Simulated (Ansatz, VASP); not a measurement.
# Two plane-wave programs on AlN

The input INCAR:

```
ALGO = Normal
EDIFF = 1E-6
ENCUT = 520
GGA = PS
ISIF = 2
ISMEAR = 0
LASPH = T
LCHARG = F
LREAL = F
LWAVE = F
NBANDS = 16
NELM = 80
PREC = Accurate
SIGMA = 0.05
```

File KPOINTS:

```
k-points
0
Gamma
  9 9 6
```

POSCAR

```
AlN
1.0
    3.2025000000      0.0000000000      0.0000000000
   -1.6012500000      2.7734463556      0.0000000000
    0.0000000000      0.0000000000      4.1412155349
Al N
2 2
Direct
    0.3333333333      0.6666666667      0.7500000000
    0.6666666667      0.3333333333      0.2500000000
    0.3333333333      0.6666666667      0.2500000000
    0.6666666667      0.3333333333      0.7500000000
```

Input for Ansatz:

```yaml
crystal:
  lattice:
    - [3.2025, 0.0, 0.0]
    - [-1.60125, 2.7734463556, 0.0]
    - [0.0, 0.0, 4.1412155349]
  atoms:
    - { symbol: Al, position: [0.3333333333, 0.6666666667, 0.75] }
    - { symbol: Al, position: [0.6666666667, 0.3333333333, 0.25] }
    - { symbol: "N", position: [0.3333333333, 0.6666666667, 0.25] }
    - { symbol: "N", position: [0.6666666667, 0.3333333333, 0.75] }
basis:
  ecutwfc: 520.0
kpoints:
  mp_grid: { grid: [9, 9, 6] }
hamiltonian:
  xc: pbesol
scf:
  occupations: { method: gaussian, width: 0.05 }
output:
  forces: true
  stress: true
  eigenvalues: true
  write_density: true
  write_potential: true
  elf: true
  volumetric_format: npy
```

Alike in both runs: task single point; functional PBEsol; k mesh 9 × 9 × 6; occupations gaussian, width 0.05 eV; no spin polarisation.

|  | VASP | Ansatz |
| --- | --- | --- |
| version | VASP 6.6.1 | Ansatz 0.2.0 |
| potentials or method | VASP PAW PBE potentials, release 64 (Al, N), cutoff 520 eV | scalar-relativistic, plane waves, PAW |
| valence electrons in the cell | 16 | 16 |

```tsv
	VASP	Ansatz	Ansatz less VASP
gap on the k mesh at the Fermi level (eV)	3.73	3.71	-0.016
least direct gap on the mesh (eV)	3.73	3.71	-0.016
pressure (GPa)	16.0	16.0	-0.04
traceless stress, the component that is largest in VASP (GPa)	-7.52	-7.39	+0.130
```

VASP's potentials were made for PBE, not for PBEsol.
